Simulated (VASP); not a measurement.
# Ta4C3 (P4/mmm) in VASP: single point with r2SCAN

Aim: the single point of Ta4C3 with r2SCAN.

Program: VASP 6.6.1. These are calculated values, not measurements. Logs are shortened: lines on timing, memory, paths and dates and some standing lists are left out, and cuts for length are marked.

### 1 The cell of the first run

Symmetry: P4/mmm, No. 123, tetragonal system. The conventional cell has a = 4.071 Å, b = 4.071 Å, c = 4.425 Å, α = 90.00°, β = 90.00°, γ = 90.00°. Ta (site symmetry mmm) has 4 C at 2.04 to 2.21 Å within 2.7 Å. Within 2.7 Å of Ta (site symmetry 4/mmm) lie 4 C at 2.04 Å. Within 2.7 Å of Ta (site symmetry 4/mmm) lie 6 C at 2.04 to 2.21 Å. Within 2.7 Å of C (site symmetry mmm) lie 6 Ta at 2.04 to 2.21 Å. C (site symmetry 4/mmm) has 6 Ta at 2.04 to 2.21 Å within 2.7 Å.

### 2 Single point, r2SCAN (strain -0.080 along x and y, +0.000 along z)

POSCAR

```
Ta4C3
1.0
    4.0708099136      0.0000000000      0.0000000000
    0.0000000000      4.0708099136      0.0000000000
    0.0000000000      0.0000000000      4.4247933843
Ta C
4 3
Direct
    0.0000000000      0.5000000000      0.5000000000
    0.5000000000      0.0000000000      0.5000000000
    0.5000000000      0.5000000000      0.0000000000
    0.0000000000      0.0000000000      0.0000000000
    0.5000000000      0.0000000000      0.0000000000
    0.0000000000      0.5000000000      0.0000000000
    0.0000000000      0.0000000000      0.5000000000
```

INCAR.step1

```
ALGO = Normal
EDIFF = 1E-4
ENCUT = 520
GGA = PE
ISMEAR = 0
LASPH = T
LCHARG = F
LREAL = F
LWAVE = T
NBANDS = 37
NELM = 60
PREC = Accurate
SIGMA = 0.15
```

INCAR.step2

```
ALGO = Normal
EDIFF = 1E-6
ENCUT = 520
ISIF = 2
ISMEAR = 0
ISTART = 1
LASPH = T
LCHARG = T
LELF = T
LMIXTAU = T
LREAL = F
LVHAR = T
LWAVE = F
METAGGA = R2SCAN
NBANDS = 37
NELM = 60
PREC = Accurate
SIGMA = 0.15
```

KPOINTS

```
k-points
0
Gamma
  10 10 10
```

Potentials or basis: VASP PAW PBE potentials, release 64 (Ta_pv, C).

Command:

```sh
$ cat potpaw_PBE.64/Ta_pv/POTCAR potpaw_PBE.64/C/POTCAR > POTCAR
$ cp INCAR.step1 INCAR
$ mpirun -np 1 vasp_std > vasp.out
$ cp INCAR.step2 INCAR
$ mpirun -np 1 vasp_std > vasp.out
```

OUTCAR:

```text
EDIFF = 1E-6
   ENCUT = 520
   ISIF = 2
   ISMEAR = 0
   ISTART = 1
   LASPH = T
   LREAL = F
   METAGGA = R2SCAN
   NELM = 60
   PREC = Accurate

 ion  position               nearest neighbor table
   1  0.000  0.500  0.500-   7 2.04   7 2.04   6 2.21   6 2.21   2 2.88   2 2.88   2 2.88   2 2.88
                             4 3.01   4 3.01   3 3.01   4 3.01   4 3.01   3 3.01   3 3.01   3 3.01
   2  0.500  0.000  0.500-   7 2.04   7 2.04   5 2.21   5 2.21   1 2.88   1 2.88   1 2.88   1 2.88
                             4 3.01   3 3.01   3 3.01   3 3.01   4 3.01   4 3.01   4 3.01   3 3.01
   3  0.500  0.500  0.000-   5 2.04   6 2.04   5 2.04   6 2.04   4 2.88   4 2.88   4 2.88   4 2.88
                             2 3.01   1 3.01   2 3.01   1 3.01   1 3.01   2 3.01   1 3.01   2 3.01
   4  0.000  0.000  0.000-   5 2.04   6 2.04   6 2.04   5 2.04   7 2.21   7 2.21   3 2.88   3 2.88
                             3 2.88   3 2.88   2 3.01   1 3.01   1 3.01   2 3.01   2 3.01   1 3.01
   5  0.500  0.000  0.000-   3 2.04   4 2.04   3 2.04   4 2.04   2 2.21   2 2.21
   6  0.000  0.500  0.000-   3 2.04   4 2.04   4 2.04   3 2.04   1 2.21   1 2.21
   7  0.000  0.000  0.500-   1 2.04   2 2.04   1 2.04   2 2.04   4 2.21   4 2.21

  LATTYP: Found a simple tetragonal cell.
 ALAT       =     4.0708099136
 C/A-ratio  =     1.0869565217

  Lattice vectors:

 A1 = (   4.0708099136,   0.0000000000,   0.0000000000)
 A2 = (   0.0000000000,   4.0708099136,   0.0000000000)
 A3 = (   0.0000000000,   0.0000000000,   4.4247933843)

Analysis of symmetry for initial positions (statically):
=====================================================================
 Subroutine PRICEL returns:
 Original cell was already a primitive cell.

 Routine SETGRP: Setting up the symmetry group for a
 simple tetragonal supercell.

 Subroutine GETGRP returns: Found 16 space group operations
 (whereof 16 operations were pure point group operations)
 out of a pool of 16 trial point group operations.

The static configuration has the point symmetry D_4h.

Analysis of symmetry for dynamics (positions and initial velocities):
=====================================================================
 Subroutine PRICEL returns:
 Original cell was already a primitive cell.

 Routine SETGRP: Setting up the symmetry group for a
 simple tetragonal supercell.

 Subroutine GETGRP returns: Found 16 space group operations
 (whereof 16 operations were pure point group operations)
 out of a pool of 16 trial point group operations.

The dynamic configuration has the point symmetry D_4h.

 Subroutine INISYM returns: Found 16 space group operations
 (whereof 16 operations are pure point group operations),
 and found     1 'primitive' translations

[... 111 lines left out ...]
   ISYM   =      2    0-nonsym 1-usesym 2-fastsym
   POTIM  = 0.5000    time-step for ionic-motion
   TEBEG  =    0.0;   TEEND  =   0.0 temperature during run
   PSTRESS=    0.0 pullay stress
   NELECT =      56.0000    total number of electrons
   NUPDOWN=      -1.0000    fix difference up-down
   EMIN   =  10.00;   EMAX   =-10.00  energy-range for DOS
   EFERMI =   0.00;   METHOD = LEGACY
   ISMEAR =     0;   SIGMA  =   0.15  broadening in eV -4-tet -1-fermi 0-gaus
   EFERMI_NEDOS =   21; number of points for ismear=-14 and -15
   IALGO  =     38    algorithm
   IMIX   =      4    mixing-type and parameters
     AMIX     =   0.40;   BMIX     =  1.00
     AMIX_MAG =   1.60;   BMIX_MAG =  1.00
  volume/ion in A,a.u.               =      10.48        70.69
  Fermi-wavevector in a.u.,A,eV,Ry     =   1.496417  2.827818 30.467033  2.239264
  Thomas-Fermi vector in A             =   2.608436
   LORBIT       =      0    0 simple, 1 ext, 2 COOP (PROOUT), +10 PAW based schemes
   METAGGA = R2SCAN    functional components
   LHFCALC =     F    Hartree Fock is set to
   AEXX    =    0.0000 exact exchange contribution
   IVDW    =     0    specifies the selected vdW correction
   LEPSILON=     F    determine dielectric tensor
   LRPA    =     F    only Hartree local field effects (RPA)
 non-spin polarized calculation
 Gauss-broadening in eV      SIGMA  =   0.15
  energy-cutoff  :      520.00
  volume of cell :       73.33
 maximum number of plane-waves:      2004
   NGX = 15   NGY = 15   NGZ = 17

 number of electron      56.0000018 magnetization

 Free energy of the ion-electron system (eV)
  ---------------------------------------------------
  ext. energy  EPLUGINS =         0.00000000
  ---------------------------------------------------
  free energy    TOTEN  =      -224.19157476 eV

  energy without entropy =     -224.16249338  energy(sigma->0) =     -224.17703407

 E-fermi :   8.8759     XC(G=0): -15.0029

 val. band max:        8.8733801881   @ k =   0.5000   0.1000   0.4000
 cond. band min:       8.8781999192   @ k =   0.5000   0.3000   0.0000
 fundamental gap:      0.0048197311
 Fermi energy:         8.8759030419

 k-point     1 :       0.0000    0.0000    0.0000
  band No.  band energies     occupation
      1     -27.7147      2.00000
      2     -27.7147      2.00000
      3     -27.6595      2.00000
      4     -26.9085      2.00000
      5     -26.9085      2.00000
      6     -26.7791      2.00000
[... 949 lines left out ...]
     36      14.1019      0.00000
     37      14.3917      0.00000

 [... further k-points ...]

------------------------ aborting loop because EDIFF is reached ----------------------------------------

  FORCE on cell =-STRESS in cart. coord.  units (eV):
  Direction    XX          YY          ZZ          XY          YZ          ZX
  --------------------------------------------------------------------------------------
  -------------------------------------------------------------------------------------
  Total       47.1466236     47.1466236     15.2776959      0.0000000      0.0000000      0.0000000
  in kB     1030.1643956   1030.1643956    333.8211132      0.0000000      0.0000000      0.0000000
  external PRESSURE =     798.0499681 kB  Pullay stress =       0.0000000 kB

 VOLUME and BASIS-vectors are now :
 -----------------------------------------------------------------------------
  energy-cutoff  :      520.00
  volume of cell :       73.33
      direct lattice vectors                 reciprocal lattice vectors
     4.070809914  0.000000000  0.000000000     0.245651362  0.000000000  0.000000000
     0.000000000  4.070809914  0.000000000     0.000000000  0.245651362  0.000000000
     0.000000000  0.000000000  4.424793384     0.000000000  0.000000000  0.225999253

 POSITION                                       TOTAL-FORCE (eV/Angst)
 -----------------------------------------------------------------------------------
      0.00000      2.03540      2.21240         0.000000      0.000000      0.000000
      2.03540      0.00000      2.21240         0.000000      0.000000      0.000000
      2.03540      2.03540      0.00000         0.000000      0.000000      0.000000
      0.00000      0.00000      0.00000         0.000000      0.000000      0.000000
      2.03540      0.00000      0.00000         0.000000      0.000000      0.000000
      0.00000      2.03540      0.00000         0.000000      0.000000      0.000000
      0.00000      0.00000      2.21240         0.000000      0.000000      0.000000
 -----------------------------------------------------------------------------------
    total drift:                                0.000000      0.000000      0.000000

  FREE ENERGIE OF THE ION-ELECTRON SYSTEM (eV)
  ---------------------------------------------------
  free  energy   TOTEN  =      -224.1915747581 eV

  energy  without entropy=     -224.1624933835  energy(sigma->0) =     -224.17703407
```

OSZICAR.step1:

```text
N       E                     dE             d eps       ncg     rms          rms(c)
DAV:   1     0.545847384642E+03    0.54585E+03   -0.30504E+04  9332   0.162E+03
DAV:   2    -0.530189718397E+02   -0.59887E+03   -0.58310E+03 10370   0.479E+02
DAV:   3    -0.855146758224E+02   -0.32496E+02   -0.31843E+02 11520   0.103E+02
DAV:   4    -0.861600723392E+02   -0.64540E+00   -0.64152E+00 11379   0.140E+01
DAV:   5    -0.861699317365E+02   -0.98594E-02   -0.98534E-02 11284   0.164E+00    0.615E+01
DAV:   6    -0.746283676156E+02    0.11542E+02   -0.52978E+01 11307   0.344E+01    0.268E+01
DAV:   7    -0.744185867595E+02    0.20978E+00   -0.33186E+00 11468   0.122E+01    0.128E+01
DAV:   8    -0.743261475511E+02    0.92439E-01   -0.56841E-01 11430   0.631E+00    0.270E+00
DAV:   9    -0.743112728637E+02    0.14875E-01   -0.90917E-02 11331   0.254E+00    0.460E-01
DAV:  10    -0.743106650216E+02    0.60784E-03   -0.72568E-03 11386   0.596E-01    0.267E-01
DAV:  11    -0.743105787769E+02    0.86245E-04   -0.12525E-03 11731   0.217E-01    0.892E-02
DAV:  12    -0.743105640685E+02    0.14708E-04   -0.15574E-04  6602   0.770E-02
   1 F= -.74310564E+02 E0= -.74294264E+02  d E =-.325998E-01
```

Run time: 7.6 min. Hardware: 1 thread of Intel Xeon 6975P-C (Granite Rapids), shared host; peak memory 0.37 GiB.

What came out:

```yaml
Free_energy: -224.1916 eV
Pressure: 79.8 GPa
Band_gap_on_the_k_mesh: zero (bands 28 and 29 overlap by 1.17 eV)
```

Levels at points of the mesh, in eV from the Fermi level:
```csv
k point,band 26,band 27,band 28,band 29,band 30,band 31
"(0.00, 0.00, 0.00)",-1.03,-1.03,-0.41,-0.41,-0.29,-0.29
"(0.50, 0.00, 0.00)",-2.82,-2.41,0.05,0.15,1.20,1.94
"(0.50, 0.50, 0.00)",-2.28,-0.47,-0.47,2.66,2.69,2.69
"(0.00, 0.00, 0.50)",-1.54,-1.54,0.35,0.36,0.36,1.94
"(0.50, 0.00, 0.50)",-2.02,-1.51,0.18,1.64,1.76,2.10
"(0.50, 0.50, 0.50)",-1.03,-1.03,0.05,4.12,4.16,4.16
```

Caveat: the cell differs from its parent crystal (strain -0.080 along x and y, +0.000 along z); the cell stands under pressure; the PAW data sets were made with another functional, which shifts forces and pressure a little; spin-orbit coupling is left out, which moves the levels of the heavy elements.
